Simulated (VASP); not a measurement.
# CoO (I4/mmm) in VASP: notebook

Runs on CoO. Level: PBEsol. Tasks: single point.

All numbers are computed with VASP 6.6.1; they aren't measurements. Logs are shortened: lines on timing, memory, paths and dates and some standing lists are left out, and cuts for length are marked.

## 1. The cell of the first run

The structure is tetragonal, space group I4/mmm (No. 139). The conventional cell has a = 3.016 Å, b = 3.016 Å, c = 4.214 Å, α = 90.00°, β = 90.00°, γ = 90.00°. Co (site symmetry 4/mmm) has 6 O at 2.11 to 2.13 Å within 2.8 Å. Within 2.8 Å of O (site symmetry 4/mmm) lie 6 Co at 2.11 to 2.13 Å.

## 2. Single point, PBEsol, collinear spin, ferromagnetic start

File INCAR:

```
SYSTEM = CoO
PREC = Accurate
ENCUT = 700
EDIFF = 1E-6
ISMEAR = -1
SIGMA = 0.05
LREAL = .FALSE.
LASPH = .TRUE.
NELM = 200
ALGO = Normal
ISIF = 2
LWAVE = .FALSE.
LCHARG = .TRUE.
ISPIN = 2
MAGMOM = 2.5 0
LORBIT = 11
NUPDOWN = 2.5
LMAXMIX = 4
GGA = PS
LELF = .TRUE.
LVHAR = .TRUE.
NBANDS = 22
GGA_COMPAT = .FALSE.
```

File KPOINTS:

```
regular mesh
0
G
  10 10 10
  0 0 0
```

File POSCAR:

```
CoO
1.0
   -1.5080000000      1.5080000000      2.1072475377
    1.5080000000     -1.5080000000      2.1072475377
    1.5080000000      1.5080000000     -2.1072475377
Co O
1 1
Direct
    0.0000000000      0.0000000000      0.0000000000
    0.5000000000      0.5000000000      0.0000000000
```

Potentials or basis: VASP PAW PBE potentials, release 64 (Co_sv, O).

On the command line:

```
> cat potpaw_PBE.64/Co_sv/POTCAR potpaw_PBE.64/O/POTCAR > POTCAR
> mpirun -np 1 vasp_std > vasp.out
```

OUTCAR:

```text
SYSTEM = CoO
   PREC = Accurate
   ENCUT = 700
   EDIFF = 1E-6
   ISMEAR = -1
   LREAL = .FALSE.
   LASPH = .TRUE.
   NELM = 200
   ISIF = 2
   ISPIN = 2
   LORBIT = 11
   NUPDOWN = 2.5
   GGA = PS

 ion  position               nearest neighbor table
   1  0.000  0.000  0.000-   2 2.11   2 2.11   2 2.13   2 2.13   2 2.13   2 2.13
   2  0.500  0.500  0.000-   1 2.11   1 2.11   1 2.13   1 2.13   1 2.13   1 2.13

  LATTYP: Found a body centered tetragonal cell.
 ALAT       =     3.0160000000
 C/A-ratio  =     1.3973790038

  Lattice vectors:

 A1 = (  -1.5080000000,   1.5080000000,   2.1072475377)
 A2 = (   1.5080000000,  -1.5080000000,   2.1072475377)
 A3 = (   1.5080000000,   1.5080000000,  -2.1072475377)

Analysis of symmetry for initial positions (statically):
=====================================================================
 Subroutine PRICEL returns:
 Original cell was already a primitive cell.

 Routine SETGRP: Setting up the symmetry group for a
 body centered tetragonal supercell.

 Subroutine GETGRP returns: Found 16 space group operations
 (whereof 16 operations were pure point group operations)
 out of a pool of 16 trial point group operations.

The static configuration has the point symmetry D_4h.

Analysis of symmetry for dynamics (positions and initial velocities):
=====================================================================
 Subroutine PRICEL returns:
 Original cell was already a primitive cell.

 Routine SETGRP: Setting up the symmetry group for a
 body centered tetragonal supercell.

 Subroutine GETGRP returns: Found 16 space group operations
 (whereof 16 operations were pure point group operations)
 out of a pool of 16 trial point group operations.

The dynamic configuration has the point symmetry D_4h.

Analysis of structural, dynamic, and magnetic symmetry:
=====================================================================
 Subroutine PRICEL returns:
 Original cell was already a primitive cell.

 Routine SETGRP: Setting up the symmetry group for a
 body centered tetragonal supercell.

 Subroutine GETGRP returns: Found 16 space group operations
 (whereof 16 operations were pure point group operations)
 out of a pool of 16 trial point group operations.

The overall configuration has the point symmetry D_4h.

 Subroutine INISYM returns: Found 16 space group operations
 (whereof 16 operations are pure point group operations),
 and found     1 'primitive' translations

----------------------------------------------------------------------------------------

                                     Primitive cell

  volume of cell :      19.1681

  direct lattice vectors                    reciprocal lattice vectors
    -1.508000000  1.508000000  2.107247538     0.000000000  0.331564987  0.237276348
     1.508000000 -1.508000000  2.107247538     0.331564987  0.000000000  0.237276348
     1.508000000  1.508000000 -2.107247538     0.331564987  0.331564987  0.000000000

  length of vectors
     2.998102764  2.998102764  2.998102764     0.407719764  0.407719764  0.468903701

  position of ions in fractional coordinates (direct lattice)
     0.000000000  0.000000000  0.000000000
     0.500000000  0.500000000  0.000000000

  ion indices of the primitive-cell ions
   primitive index   ion index
                 1           1
                 2           2

----------------------------------------------------------------------------------------

 KPOINTS: regular mesh

Automatic generation of k-mesh.
 Grid dimensions read from file:
 generate k-points for:   10   10   10

 Generating k-lattice:

  Cartesian coordinates                     Fractional coordinates (reciprocal lattice)
     0.000000000  0.033156499  0.023727635     0.100000000  0.000000000 -0.000000000
     0.033156499  0.000000000  0.023727635     0.000000000  0.100000000 -0.000000000
     0.033156499  0.033156499  0.000000000     0.000000000  0.000000000  0.100000000

  Length of vectors
     0.040771976  0.040771976  0.046890370

  Shift w.r.t. Gamma in fractional coordinates (k-lattice)
     0.000000000  0.000000000  0.000000000

 Subroutine IBZKPT returns following result:
 ===========================================

 Found    102 irreducible k-points:

 Following reciprocal coordinates:
            Coordinates               Weight
  0.000000  0.000000  0.000000      1.000000
  0.100000  0.000000  0.000000      8.000000
  0.200000  0.000000  0.000000      8.000000
  0.300000  0.000000  0.000000      8.000000
  0.400000  0.000000  0.000000      8.000000
  0.500000  0.000000 -0.000000      4.000000
[... 16 lines left out ...]
  0.300000  0.300000  0.000000      8.000000
  0.400000  0.300000 -0.000000     16.000000
 [... further k-points ...]
   k-points           NKPTS =    102   k-points in BZ     NKDIM =    102   number of bands    NBANDS=     22
   number of dos      NEDOS =    301   number of ions     NIONS =      2
   total plane-waves  NPLWV =  21952
   dimension x,y,z NGX =    28 NGY =   28 NGZ =   28
   dimension x,y,z NGXF=    56 NGYF=   56 NGZF=   56
   ions per type =               1   1
   NGX,Y,Z   is equivalent  to a cutoff of  15.53, 15.53, 15.53 a.u.
   NGXF,Y,Z  is equivalent  to a cutoff of  31.05, 31.05, 31.05 a.u.
 SYSTEM =  CoO
   PREC   = accura    normal or accurate (medium, high low for compatibility)
   ISTART =      0    job   : 0-new  1-cont  2-samecut
   ICHARG =      2    charge: 1-file 2-atom 10-const
   ISPIN  =      2    spin polarized calculation?
   LNONCOLLINEAR =      F non collinear calculations
   LSORBIT =      F    spin-orbit coupling
   LASPH  =      T    aspherical Exc in radial PAW
   ENCUT  =  700.0 eV  51.45 Ry    7.17 a.u.   6.47  6.47  6.47*2*pi/ulx,y,z
   NELM   =    200;   NELMIN=  2; NELMDL= -5     # of ELM steps
   EDIFF  = 0.1E-05   stopping-criterion for ELM
   LREAL  =      F    real-space projection
   EDIFFG = 0.1E-04   stopping-criterion for IOM
   NSW    =      0    number of steps for IOM
   IBRION =     -1    ionic relax: 0-MD 1-quasi-New 2-CG
   NFREE  =      0    steps in history (QN), initial steepest desc. (CG)
   ISIF   =      2    stress and relaxation
   ISYM   =      2    0-nonsym 1-usesym 2-fastsym
   POTIM  = 0.5000    time-step for ionic-motion
   TEBEG  =    0.0;   TEEND  =   0.0 temperature during run
   PSTRESS=    0.0 pullay stress
   NELECT =      23.0000    total number of electrons
   NUPDOWN=       2.5000    fix difference up-down
   EMIN   =  10.00;   EMAX   =-10.00  energy-range for DOS
   EFERMI =   0.00;   METHOD = LEGACY
   ISMEAR =    -1;   SIGMA  =   0.05  broadening in eV -4-tet -1-fermi 0-gaus
   EFERMI_NEDOS =   21; number of points for ismear=-14 and -15
   IALGO  =     38    algorithm
   IMIX   =      4    mixing-type and parameters
     AMIX     =   0.40;   BMIX     =  1.00
     AMIX_MAG =   1.60;   BMIX_MAG =  1.00
  volume/ion in A,a.u.               =       9.58        64.68
  Fermi-wavevector in a.u.,A,eV,Ry     =   1.739635  3.287433 41.175699  3.026328
  Thomas-Fermi vector in A             =   2.812438
   LORBIT       =     11    0 simple, 1 ext, 2 COOP (PROOUT), +10 PAW based schemes
   GGA     = PS    functional components
   LHFCALC =     F    Hartree Fock is set to
   AEXX    =    0.0000 exact exchange contribution
   IVDW    =     0    specifies the selected vdW correction
   LEPSILON=     F    determine dielectric tensor
   LRPA    =     F    only Hartree local field effects (RPA)
 spin polarized calculation
  energy-cutoff  :      700.00
  volume of cell :       19.17
 maximum number of plane-waves:       845
 NGX is ok and might be reduce to    28
   NGX = 13   NGY = 13   NGZ = 13

 number of electron      23.0000008 magnetization       2.5000002

 Free energy of the ion-electron system (eV)
  ---------------------------------------------------
  ext. energy  EPLUGINS =         0.00000000
  ---------------------------------------------------
  free energy    TOTEN  =       -14.01830980 eV

  energy without entropy =      -13.97886743  energy(sigma->0) =      -13.99858861

 E-fermi :   8.9801     XC(G=0): -13.0068

 val. band max:        8.9770928771   @ k =   0.2000   0.2000   0.1000
 cond. band min:       8.7534725145   @ k =  -0.2000   0.4000   0.1000
 fundamental gap:     -0.2236203626
 Fermi energy:         8.7502521839

 spin component 1

 k-point     1 :       0.0000    0.0000    0.0000
  band No.  band energies     occupation
      1     -87.3458      1.00000
      2     -50.7689      1.00000
      3     -50.7236      1.00000
      4     -50.7236      1.00000
      5     -11.4534      1.00000
      6       5.5513      1.00000
[... 14 lines left out ...]
     21      30.6180      0.00000
     22      33.3817      0.00000
[... 552 lines left out ...]
  band No.  band energies     occupation
      1     -87.3410      1.00000
      2     -50.7889      1.00000
      3     -50.7508      1.00000
      4     -50.7391      1.00000
      5     -10.0887      1.00000
      6       1.8176      1.00000
[... 14 lines left out ...]
     21      37.4736      0.00000
     22      39.0373      0.00000

 [... further k-points ...]

 spin component 2

 k-point     1 :       0.0000    0.0000    0.0000
  band No.  band energies     occupation
      1     -84.6953      1.00000
      2     -48.1736      1.00000
      3     -48.1361      1.00000
      4     -48.1361      1.00000
      5     -11.0958      1.00000
      6       5.9320      1.00000
[... 14 lines left out ...]
     21      31.4805      0.00000
     22      34.1890      0.00000
[... 552 lines left out ...]
  band No.  band energies     occupation
      1     -84.6900      1.00000
      2     -48.1974      1.00000
      3     -48.1673      1.00000
      4     -48.1536      1.00000
      5      -9.6903      1.00000
      6       2.2661      1.00000
[... 14 lines left out ...]
     21      38.0060      0.00000
     22      39.6906      0.00000

 [... further k-points ...]

------------------------ aborting loop because EDIFF is reached ----------------------------------------

  FORCE on cell =-STRESS in cart. coord.  units (eV):
  Direction    XX          YY          ZZ          XY          YZ          ZX
  --------------------------------------------------------------------------------------
  -------------------------------------------------------------------------------------
  Total       -1.7060721     -1.7060721     -1.7093504      0.0000000     -0.0000000      0.0000000
  in kB     -142.6033513   -142.6033513   -142.8773736      0.0000000     -0.0000000      0.0000000
  external PRESSURE =    -142.6946921 kB  Pullay stress =       0.0000000 kB

 VOLUME and BASIS-vectors are now :
 -----------------------------------------------------------------------------
  energy-cutoff  :      700.00
  volume of cell :       19.17
      direct lattice vectors                 reciprocal lattice vectors
    -1.508000000  1.508000000  2.107247538     0.000000000  0.331564987  0.237276348
     1.508000000 -1.508000000  2.107247538     0.331564987  0.000000000  0.237276348
     1.508000000  1.508000000 -2.107247538     0.331564987  0.331564987  0.000000000

 POSITION                                       TOTAL-FORCE (eV/Angst)
 -----------------------------------------------------------------------------------
      0.00000      0.00000      0.00000        -0.000000      0.000000      0.000000
      0.00000      0.00000      2.10725         0.000000      0.000000     -0.000000
 -----------------------------------------------------------------------------------
    total drift:                                0.000000     -0.000000     -0.000000

  FREE ENERGIE OF THE ION-ELECTRON SYSTEM (eV)
  ---------------------------------------------------
  free  energy   TOTEN  =       -14.0183097950 eV

  energy  without entropy=      -13.9788674330  energy(sigma->0) =      -13.99858861

 total charge

# of ion       s       p       d       tot
------------------------------------------
    1        2.142   6.061   6.698  14.901
    2        1.549   3.389   0.000   4.937
--------------------------------------------------
tot          3.690   9.449   6.698  19.838

 magnetization (x)

# of ion       s       p       d       tot
------------------------------------------
    1        0.013   0.009   2.188   2.210
    2        0.027   0.169   0.000   0.196
--------------------------------------------------
tot          0.040   0.178   2.188   2.406
```

It took 1.9 min on 1 thread of Intel Xeon 6975P-C (Granite Rapids), shared host; peak memory 0.24 GiB.

Results:

```
Free energy                                           : -14.0183 eV
Pressure                                              : -14.3 GPa
Net moment                                            : 2.50 μB per cell
Site moments                                          : Co +2.21; O +0.20 μB
Valence electrons inside the program's atomic spheres : Co 14.90; O 4.94
```

Caveat: the cell stands under tension; the PAW data sets were made with another functional, which shifts forces and pressure a little; the total moment is fixed, so each spin has its own Fermi level and the state may be an excited one; a cell with one magnetic atom can't hold antiferromagnetic order, which such compounds often take.

## 3. Single point, PBEsol, collinear spin, ferromagnetic start

File INCAR:

```
PREC = Accurate
ENCUT = 700
EDIFF = 1E-6
ISMEAR = -1
SIGMA = 0.05
LREAL = False
LASPH = True
NELM = 200
ALGO = Normal
ISIF = 2
LWAVE = False
LCHARG = False
ISPIN = 2
MAGMOM = 1 0
LORBIT = 11
NUPDOWN = 1.0
LMAXMIX = 4
GGA = PS
NBANDS = 22
GGA_COMPAT = False
```

File KPOINTS:

```
Automatic mesh
0
Gamma
  10 10 10
```

POSCAR is that of step 2.

Potentials or basis: VASP PAW PBE potentials, release 64 (Co_sv, O).

On the command line:

```
> cat potpaw_PBE.64/Co_sv/POTCAR potpaw_PBE.64/O/POTCAR > POTCAR
> mpirun -np 1 vasp_std > vasp.out
```

Wall time 2 min (1 thread of AMD EPYC 7R43 (Zen 3), shared host); peak memory 0.21 GiB.

The run converged. Its results:

```yaml
Free_energy: -13.7103 eV
Pressure: -25.3 GPa
Net_moment: 1.00 μB per cell
Site_moments: Co +0.96; O -0.01 μB
Valence_electrons_inside_the_program's_atomic_spheres: Co 14.96; O 4.90
```

Stress tensor (GPa, compression positive):
```
-25.57   0.00   0.00
  0.00 -25.57   0.00
  0.00   0.00 -24.90
```

Caveat: the cell stands under tension; the PAW data sets were made with another functional, which shifts forces and pressure a little; the total moment is fixed, so each spin has its own Fermi level and the state may be an excited one; a cell with one magnetic atom can't hold antiferromagnetic order, which such compounds often take.
